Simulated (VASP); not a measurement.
# P (Pm-3m) in VASP: notebook, part 2 of 2

VASP 6.6.1.

## 3. Single point, PBEsol+D4

This run uses another cell than the first one, of 13.84 Å³/atom.

INCAR

```
ALGO = Normal
EDIFF = 1E-6
ENCUT = 500
GGA = PS
GGA_COMPAT = F
ISIF = 2
ISMEAR = 0
IVDW = 13
LASPH = T
LCHARG = F
LREAL = F
LWAVE = F
NBANDS = 8
NELM = 120
PREC = Accurate
SIGMA = 0.1
```

KPOINTS

```
k-points
0
Gamma
  18 18 18
```

POSCAR

```
P
1.0
    2.4008045805      0.0000000000      0.0000000000
    0.0000000000      2.4008045805      0.0000000000
    0.0000000000      0.0000000000      2.4008045805
P
1
Direct
    0.0000000000      0.0000000000      0.0000000000
```

Potentials or basis: VASP PAW PBE potentials, release 64 (P).

On the command line:

```
cat potpaw_PBE.64/P/POTCAR > POTCAR
mpirun -np 1 vasp_std > vasp.out
```

OUTCAR:

```text
EDIFF = 1E-6
   ENCUT = 500
   GGA = PS
   ISIF = 2
   ISMEAR = 0
   IVDW = 13
   LASPH = T
   LREAL = F
   NELM = 120
   PREC = Accurate

 ion  position               nearest neighbor table
   1  0.000  0.000  0.000-

  LATTYP: Found a simple cubic cell.
 ALAT       =     2.4008045805

  Lattice vectors:

 A1 = (   2.4008045805,   0.0000000000,   0.0000000000)
 A2 = (   0.0000000000,   2.4008045805,   0.0000000000)
 A3 = (   0.0000000000,   0.0000000000,   2.4008045805)

Analysis of symmetry for initial positions (statically):
=====================================================================
 Subroutine PRICEL returns:
 Original cell was already a primitive cell.

 Routine SETGRP: Setting up the symmetry group for a
 simple cubic supercell.

 Subroutine GETGRP returns: Found 48 space group operations
 (whereof 48 operations were pure point group operations)
 out of a pool of 48 trial point group operations.

The static configuration has the point symmetry O_h .

Analysis of symmetry for dynamics (positions and initial velocities):
=====================================================================
 Subroutine PRICEL returns:
 Original cell was already a primitive cell.

 Routine SETGRP: Setting up the symmetry group for a
 simple cubic supercell.

 Subroutine GETGRP returns: Found 48 space group operations
 (whereof 48 operations were pure point group operations)
 out of a pool of 48 trial point group operations.

The dynamic configuration has the point symmetry O_h .

 Subroutine INISYM returns: Found 48 space group operations
 (whereof 48 operations are pure point group operations),
 and found     1 'primitive' translations

----------------------------------------------------------------------------------------

                                     Primitive cell

  volume of cell :      13.8379

[... 107 lines left out ...]
  volume/ion in A,a.u.               =      13.84        93.38
  Fermi-wavevector in a.u.,A,eV,Ry     =   1.166025  2.203469 18.498689  1.359615
  Thomas-Fermi vector in A             =   2.302544
   LORBIT       =      0    0 simple, 1 ext, 2 COOP (PROOUT), +10 PAW based schemes
   GGA     = PS    functional components
   LHFCALC =     F    Hartree Fock is set to
   AEXX    =    0.0000 exact exchange contribution
   IVDW    =    13    specifies the selected vdW correction
   LEPSILON=     F    determine dielectric tensor
   LRPA    =     F    only Hartree local field effects (RPA)
 non-spin polarized calculation
 Gauss-broadening in eV      SIGMA  =   0.10
  energy-cutoff  :      500.00
  volume of cell :       13.84
 maximum number of plane-waves:       365
 NGX is ok and might be reduce to    18
   NGX =  9   NGY =  9   NGZ =  9

 number of electron       4.9999998 magnetization

 Free energy of the ion-electron system (eV)
  ---------------------------------------------------
  ext. energy  EPLUGINS =         0.00000000
  ---------------------------------------------------
  free energy    TOTEN  =        -5.76164039 eV

  energy without entropy =       -5.75982170  energy(sigma->0) =       -5.76073105

 E-fermi :  10.2497     XC(G=0): -11.5997

 val. band max:       10.2049814311   @ k =   0.5000   0.2778   0.1111
 cond. band min:      10.3115157359   @ k =   0.5000   0.2778   0.2778
 fundamental gap:      0.1065343047
 Fermi energy:        10.2497168426

 k-point     1 :       0.0000    0.0000    0.0000
  band No.  band energies     occupation
      1      -6.7107      2.00000
      2      15.6221      0.00000
      3      15.6221      0.00000
      4      15.6221      0.00000
      5      17.0994      0.00000
      6      17.0994      0.00000
      7      25.0229      0.00000
      8      35.5245      0.00000
[... 243 lines left out ...]
 k-point    24 :       0.3333    0.1111    0.0000
  band No.  band energies     occupation
      1      -3.8577      2.00000
      2       4.7170      2.00000
      3      14.2496      0.00000
      4      17.7683      0.00000
      5      21.1082      0.00000
      6      23.8864      0.00000
      7      26.9985      0.00000
      8      27.4406      0.00000

 [... further k-points ...]

------------------------ aborting loop because EDIFF is reached ----------------------------------------

  DFT-D4 for vdW energy calculation

  Edisp (eV):   -0.29734

  FORCE on cell =-STRESS in cart. coord.  units (eV):
  Direction    XX          YY          ZZ          XY          YZ          ZX
  --------------------------------------------------------------------------------------
  -------------------------------------------------------------------------------------
  Total       0.01116     0.01116     0.01116     0.00000     0.00000     0.00000
  in kB       1.29270     1.29270     1.29270     0.00000     0.00000     0.00000
  external pressure =        1.29 kB  Pullay stress =        0.00 kB

 VOLUME and BASIS-vectors are now :
 -----------------------------------------------------------------------------
  energy-cutoff  :      500.00
  volume of cell :       13.84
      direct lattice vectors                 reciprocal lattice vectors
     2.400804581  0.000000000  0.000000000     0.416527029  0.000000000  0.000000000
     0.000000000  2.400804581  0.000000000     0.000000000  0.416527029  0.000000000
     0.000000000  0.000000000  2.400804581     0.000000000  0.000000000  0.416527029

 POSITION                                       TOTAL-FORCE (eV/Angst)
 -----------------------------------------------------------------------------------
      0.00000      0.00000      0.00000         0.000000      0.000000      0.000000
 -----------------------------------------------------------------------------------
    total drift:                               -0.000000      0.000000      0.000000

  FREE ENERGIE OF THE ION-ELECTRON SYSTEM (eV)
  ---------------------------------------------------
  free  energy   TOTEN  =        -6.0589767840 eV

  energy  without entropy=       -6.0571580900  energy(sigma->0) =       -6.05806744
```

OSZICAR:

```text
N       E                     dE             d eps       ncg     rms          rms(c)
DAV:   1    -0.149145495308E+00   -0.14915E+00   -0.21296E+03  3688   0.440E+02
DAV:   2    -0.572647789613E+01   -0.55773E+01   -0.53487E+01  5096   0.495E+01
DAV:   3    -0.577351170757E+01   -0.47034E-01   -0.46982E-01  3984   0.506E+00
DAV:   4    -0.577357546895E+01   -0.63761E-04   -0.63760E-04  5432   0.202E-01
DAV:   5    -0.577357552952E+01   -0.60566E-07   -0.61384E-07  4104   0.373E-03    0.497E+00
DAV:   6    -0.576603499916E+01    0.75405E-02   -0.76102E-04  4400   0.200E-01    0.293E+00
DAV:   7    -0.576161456701E+01    0.44204E-02   -0.17310E-03  3712   0.328E-01    0.884E-02
DAV:   8    -0.576163870999E+01   -0.24143E-04   -0.39504E-05  5264   0.536E-02    0.155E-02
DAV:   9    -0.576164035822E+01   -0.16482E-05   -0.10993E-06  4184   0.859E-03    0.202E-03
DAV:  10    -0.576164039429E+01   -0.36063E-07   -0.33394E-08  2448   0.139E-03
   1 F= -.60589768E+01 E0= -.60580674E+01  d E =-.181869E-02
```

Wall time 8 s (1 thread of Intel Xeon 6975P-C (Granite Rapids), shared host); peak memory 0.12 GiB.

What came out:

```yaml
Free_energy: -6.0590 eV
Pressure: 0.1 GPa
Band_gap_on_the_k_mesh: zero (an odd number of electrons rules out a gap without spin polarisation)
Dispersion_energy_per_atom: -0.297 eV
```

Levels at points of the mesh, in eV from the Fermi level:
```
           k point  band 1  band 2  band 3  band 4  band 5  band 6
(0.00, 0.00, 0.00)  -16.96    5.37    5.37    5.37    6.85    6.85
(0.50, 0.00, 0.00)  -12.34   -9.08    8.42    8.42    9.56   14.67
(0.50, 0.50, 0.00)   -7.32   -5.45   -5.45    0.64   11.26   17.36
(0.50, 0.50, 0.50)   -2.14   -2.14   -2.14   -0.95    4.55    4.55
```

Caveat: the PAW data sets were made with another functional, which shifts forces and pressure a little.

## 4. Relaxation of cell and atoms, PBEsol+D4, target pressure 18.75 GPa, at which the enthalpy is minimised

This run uses another cell than the first one, of 12.41 Å³/atom.

INCAR

```
SYSTEM = P
PREC     = Accurate       ! precision mode
ENCUT    = 500            ! plane-wave cutoff, eV
EDIFF    = 1E-7           ! SCF threshold, eV
ISMEAR   = 0              ! smearing method
SIGMA    = 0.1            ! smearing width, eV
LREAL    = .False.        ! projectors in reciprocal space
LASPH    = .True.         ! aspherical terms in the spheres
NELM     = 120            ! most SCF steps
ALGO     = Normal         ! electronic algorithm
ISIF     = 3              ! what is computed and relaxed
LWAVE    = .False.        ! write WAVECAR
LCHARG   = .False.        ! write CHGCAR
GGA      = PS             ! functional
IVDW     = 13             ! dispersion correction
IBRION   = 2              ! ionic algorithm
NSW      = 70             ! ionic steps
EDIFFG   = -0.004         ! ionic threshold
PSTRESS  = 187.5        
GGA_COMPAT= .False.      
NELMIN   = 4
```

KPOINTS

```
regular mesh
0
Gamma
  18 18 18
  0 0 0
```

POSCAR

```
P
1.0
    2.3154079048      0.0000000000      0.0000000000
    0.0000000000      2.3154079048      0.0000000000
    0.0000000000      0.0000000000      2.3154079048
P
1
Direct
    0.0000000000      0.0000000000      0.0000000000
```

On the command line:

```
cat potpaw_PBE.64/P/POTCAR > POTCAR
mpirun -np 1 vasp_std > vasp.out
```

Wall time 12 s (1 thread of Intel Xeon 6975P-C (Granite Rapids), shared host); peak memory 0.12 GiB.

Results (log left out):

```yaml
Free_energy: -5.9830 eV
Relaxed_volume: 12.42 Å³/atom
Relaxed_cell: a = 2.316 Å, b = 2.316 Å, c = 2.316 Å, α = 90.00°, β = 90.00°, γ = 90.00°
Space_group_after_relaxing_to_0.1_Å: Pm-3m (No. 221)
Energy_change_on_relaxing_the_run_minimises_the_enthalpy: -0.7 meV/atom
Ionic_steps: 3
Pressure_after_relaxing: 18.7 GPa
Band_gap_on_the_k_mesh: zero (an odd number of electrons rules out a gap without spin polarisation)
Dispersion_energy_per_atom: -0.329 eV
```

The path:
| step | energy change (eV) | largest force (eV/Å) | pressure (GPa) | volume (Å³) |
| --- | --- | --- | --- | --- |
| 1 | 0.0000 | 0.0000 | 18.85 | 12.41 |
| 2 | -0.0015 | 0.0000 | 18.62 | 12.43 |
| 3 | -0.0007 | 0.0000 | 18.75 | 12.42 |

Final structure:
```
P
1.0
     2.31576    0.00000    0.00000
     0.00000    2.31576    0.00000
     0.00000    0.00000    2.31576
P
1
Direct
  0.00000 0.00000 0.00000
```

Levels at points of the mesh, in eV from the Fermi level:
```tsv
k point	band 1	band 2	band 3	band 4	band 5	band 6
(0.00, 0.00, 0.00)	-18.17	6.01	6.01	6.01	6.68	6.68
(0.50, 0.00, 0.00)	-12.95	-10.09	9.58	9.58	9.64	15.14
(0.50, 0.50, 0.00)	-7.19	-6.02	-6.02	-0.08	12.95	18.10
(0.50, 0.50, 0.50)	-2.26	-2.26	-2.26	0.47	4.15	4.15
```

Caveat: the cell is relaxed towards a set pressure, so the run minimises the enthalpy, not the energy; the PAW data sets were made with another functional, which shifts forces and pressure a little.

## 5. The runs side by side

| task | cell | gap on the mesh (eV) | pressure (GPa) |
| --- | --- | --- | --- |
| single point | a = 2.383 Å, 1 atom | none | 3.1 |
| single point | a = 2.401 Å, 1 atom | none | 0.1 |
| relaxation of cell and atoms | relaxed to 18.75 GPa from a = 2.315 Å, 1 atom | none | 18.7 |

Alike in all rows: level PBEsol+D4; potentials or basis VASP PAW PBE potentials, release 64 (P); no spin polarisation; k mesh 18 × 18 × 18; cutoff (eV) 500; smearing gaussian 0.1 eV.

Caveats: the PAW data sets were made with another functional, which shifts forces and pressure a little; the cell stands under pressure (at least some runs); the cell is relaxed towards a set pressure, so the run minimises the enthalpy, not the energy (at least some runs).

Absolute energies hang on the potentials; compare differences alone.
